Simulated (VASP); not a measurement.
Set up this calculation in VASP 6.6.1, as the native input.

| Item | Value |
| --- | --- |
| Task | relaxation of cell and atoms |
| Functional | PBE |
| Potentials or basis | VASP PAW PBE potentials, release 64 (Mg) |
| Cutoff | 600 eV |
| k mesh | 15 × 15 × 8 |
| Occupations | fermi-dirac, width 0.1 eV |
| Spin | no spin polarisation |
| Target pressure | 15 GPa |
| Dipole correction | no |
| Further INCAR settings | ALGO = Normal; EDIFF = 1e-06; IBRION = 2; EDIFFG = -0.005; NSW = 60; ISIF = 3 |

The structure of Mg lies in POSCAR:

```
Mg
1.0
    2.9482602925      0.0000000000      0.0000000000
   -1.4741301463      2.5532683103      0.0000000000
    0.0000000000      0.0000000000      4.7761816739
Mg
2
Direct
    0.3333333333      0.6666666667      0.2500000000
    0.6666666667      0.3333333333      0.7500000000
```

One way to write it, as run:

INCAR

```
SYSTEM = Mg
PREC = Accurate
ENCUT = 600
EDIFF = 1E-6
ISMEAR = -1
SIGMA = 0.1
LREAL = .False.
LASPH = .True.
NELM = 100
ALGO = Normal
ISIF = 3
LWAVE = .False.
LCHARG = .False.
GGA = PE
IBRION = 2
NSW = 60
EDIFFG = -0.005
PSTRESS = 150.0
```

KPOINTS

```
regular mesh
0
Gamma
  15 15 8
  0 0 0
```

Potentials or basis: VASP PAW PBE potentials, release 64 (Mg).

The run is started by

```sh
$ cat potpaw_PBE.64/Mg/POTCAR > POTCAR
$ mpirun -np 1 vasp_std > vasp.out
```

It gave:

```
Relaxed volume                                             : 17.82 Å³/atom
Relaxed cell                                               : a = 2.948 Å, b = 2.948 Å, c = 4.736 Å, α = 90.00°, β = 90.00°, γ = 120.00°
Space group after relaxing (to 0.1 Å)                      : P6_3/mmc (No. 194)
Energy change on relaxing (the run minimises the enthalpy) : +14.3 meV/atom
Ionic steps                                                : 5
Pressure after relaxing                                    : 15.0 GPa
Band gap on the k mesh                                     : zero (bands 2 and 3 overlap by 2.07 eV)
```

Caveat: the cell is relaxed towards a set pressure, so the run minimises the enthalpy, not the energy.

Wall time 30 s on 1 thread of AMD EPYC 9R45 (Zen 5), with other jobs on the host, peak memory 0.16 GiB.
